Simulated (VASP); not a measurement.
# TiSi2 (Cmcm) in VASP: a series of runs, part 2 of 2

VASP 6.6.1.

## (6) Single point, PBE

This run uses another cell than the first one, of 14.35 Å³/atom, 1.020 times its volume.

Contents of INCAR:

```
PREC = Accurate ; ENCUT = 520
EDIFF = 1E-6 ; ISMEAR = 0
SIGMA = 0.15 ; LREAL = F
LASPH = T ; NELM = 100
ALGO = Normal ; ISIF = 2
LWAVE = F ; LCHARG = F
GGA = PE ; NBANDS = 29
```

Contents of KPOINTS:

```
Automatic mesh
0
Gamma
  12 12 12
```

Contents of POSCAR:

```
TiSi2
1.0
    1.7855107798     -6.6909255612      0.0000000000
    1.7855107798      6.6909255612      0.0000000000
    0.0000000000      0.0000000000      3.6029404899
Ti Si
2 4
Direct
    0.8968075259      0.1031924741      0.7500000000
    0.1031924741      0.8968075259      0.2500000000
    0.5591373592      0.4408626408      0.7500000000
    0.4408626408      0.5591373592      0.2500000000
    0.2498287182      0.7501712818      0.7500000000
    0.7501712818      0.2498287182      0.2500000000
```

Potentials or basis: VASP PAW PBE potentials, release 64 (Ti_sv, Si).

The run is started by

```sh
$ cat potpaw_PBE.64/Ti_sv/POTCAR potpaw_PBE.64/Si/POTCAR > POTCAR
$ mpirun -np 1 vasp_std > vasp.out
```

OUTCAR:

```text
PREC = Accurate
   ENCUT = 520
   EDIFF = 1E-6
   ISMEAR = 0
   LREAL = F
   LASPH = T
   NELM = 100
   ISIF = 2
   GGA = PE

 ion  position               nearest neighbor table
   1  0.897  0.103  0.750-   4 2.60   4 2.60   4 2.60   4 2.60   5 2.66   5 2.66   6 2.66   6 2.66
                             3 2.81   3 2.81
   2  0.103  0.897  0.250-   3 2.60   3 2.60   3 2.60   3 2.60   6 2.66   6 2.66   5 2.66   5 2.66
                             4 2.81   4 2.81
   3  0.559  0.441  0.750-   4 2.40   4 2.40   2 2.60   2 2.60   2 2.60   2 2.60   1 2.81   1 2.81
                             5 3.11   5 3.11   6 3.13   6 3.13
   4  0.441  0.559  0.250-   3 2.40   3 2.40   1 2.60   1 2.60   1 2.60   1 2.60   2 2.81   2 2.81
                             6 3.11   6 3.11   5 3.13   5 3.13
   5  0.250  0.750  0.750-   6 2.54   6 2.54   6 2.54   6 2.54   1 2.66   1 2.66   2 2.66   2 2.66
                             3 3.11   3 3.11   4 3.13   4 3.13
   6  0.750  0.250  0.250-   5 2.54   5 2.54   5 2.54   5 2.54   2 2.66   2 2.66   1 2.66   1 2.66
                             4 3.11   4 3.11   3 3.13   3 3.13

  LATTYP: Found a base centered orthorhombic cell.
 ALAT       =     3.5710215596
 B/A-ratio  =     3.7473453742
 C/A-ratio  =     1.0089383191

  Lattice vectors:

 A1 = (   1.7855107798,  -6.6909255612,   0.0000000000)
[... 187 lines left out ...]

 E-fermi :  10.3949     XC(G=0): -11.5910

 val. band max:       10.3941327965   @ k =   0.5000   0.5000   0.0833
 cond. band min:      10.4028439628   @ k =   0.5000   0.5000   0.4167
 fundamental gap:      0.0087111663
 Fermi energy:        10.3948972111

 k-point     1 :       0.0000    0.0000    0.0000
  band No.  band energies     occupation
      1     -46.4382      2.00000
      2     -46.4286      2.00000
      3     -22.7744      2.00000
      4     -22.7545      2.00000
      5     -22.7492      2.00000
      6     -22.7413      2.00000
[... 757 lines left out ...]
     28      13.3219      0.00000
     29      14.1895      0.00000

 [... further k-points ...]
[... 5 lines left out ...]
  --------------------------------------------------------------------------------------
  -------------------------------------------------------------------------------------
  Total       -0.9392472      1.3202367     -0.9179405      0.0000000      0.0000000      0.0000000
  in kB      -17.4805350     24.5712154    -17.0839919      0.0000000      0.0000000      0.0000000
  external PRESSURE =      -3.3311038 kB  Pullay stress =       0.0000000 kB

 VOLUME and BASIS-vectors are now :
 -----------------------------------------------------------------------------
  energy-cutoff  :      520.00
  volume of cell :       86.09
      direct lattice vectors                 reciprocal lattice vectors
     1.785510780 -6.690925561  0.000000000     0.280031913 -0.074728077  0.000000000
     1.785510780  6.690925561  0.000000000     0.280031913  0.074728077  0.000000000
     0.000000000  0.000000000  3.602940490     0.000000000  0.000000000  0.277551073

 POSITION                                       TOTAL-FORCE (eV/Angst)
 -----------------------------------------------------------------------------------
      1.78551     -5.31002      2.70221         0.000000     -0.162308      0.000000
      1.78551      5.31002      0.90074         0.000000      0.162308      0.000000
      1.78551     -0.79137      2.70221         0.000000     -0.094583     -0.000000
      1.78551      0.79137      0.90074         0.000000      0.094583      0.000000
      1.78551      3.34775      2.70221         0.000000      0.016570      0.000000
      1.78551     -3.34775      0.90074         0.000000     -0.016570     -0.000000
 -----------------------------------------------------------------------------------
    total drift:                                0.000000      0.000000      0.000000

  FREE ENERGIE OF THE ION-ELECTRON SYSTEM (eV)
  ---------------------------------------------------
  free  energy   TOTEN  =       -40.7414687525 eV

  energy  without entropy=      -40.7221831321  energy(sigma->0) =      -40.73182594
```

stdout:

```text
POSCAR found type information on POSCAR TiSi
 POSCAR found :  2 types and       6 ions
 scaLAPACK will be used
 LDA part: xc-table for (Slater+PW92), standard interpolation
 POSCAR, INCAR and KPOINTS ok, starting setup
 FFT: planning ... GRIDC
 FFT: planning ... GRID_SOFT
 FFT: planning ... GRID
 WAVECAR not read
 entering main loop
```

Run time: 35 min. Hardware: 1 thread of Oxide Virtual Turin-like, shared host; peak memory 0.69 GiB.

What came out:

- Free energy: -40.7415 eV
- Pressure: -0.3 GPa
- Largest force: 0.162 eV/Å
- Band gap on the k mesh: zero (band 20 reaches 10.84 eV, above the bottom of band 21 at 9.86 eV)

Forces in eV/Å, atoms in the order of the input:
```
Ti   0.000 -0.162  0.000
Ti   0.000  0.162  0.000
Si   0.000 -0.095  0.000
Si   0.000  0.095  0.000
Si   0.000  0.017  0.000
Si   0.000 -0.017  0.000
```

Stress tensor (GPa, compression positive):
```
-1.75  0.00  0.00
 0.00  2.46  0.00
 0.00  0.00 -1.71
```

## (7) Overview

```csv
cell,gap on the mesh (eV),pressure (GPa),largest force (eV/Å)
"a = 7.220, b = 7.220, c = 3.484 Å, angles 90.0, 90.0, 152.3°, 6 atoms",none,4.7,0.41
"a = 7.016, b = 7.016, c = 3.650 Å, angles 90.0, 90.0, 150.1°, 6 atoms",none,-5.2,0.04
"a = 7.365, b = 7.365, c = 3.554 Å, angles 90.0, 90.0, 152.3°, 6 atoms",none,-3.5,0.48
"a = 6.761, b = 6.761, c = 3.652 Å, angles 90.0, 90.0, 148.9°, 6 atoms",none,-0.7,0.48
"a = 6.925, b = 6.925, c = 3.603 Å, angles 90.0, 90.0, 150.1°, 6 atoms",none,-0.3,0.16
```

Alike in all rows: task single point; level PBE; potentials or basis VASP PAW PBE potentials, release 64 (Ti_sv, Si); no spin polarisation; k mesh 12 × 12 × 12; cutoff (eV) 520; smearing gaussian 0.15 eV.

Total energies depend on the potentials used, so only differences within one code and one set of settings carry meaning.
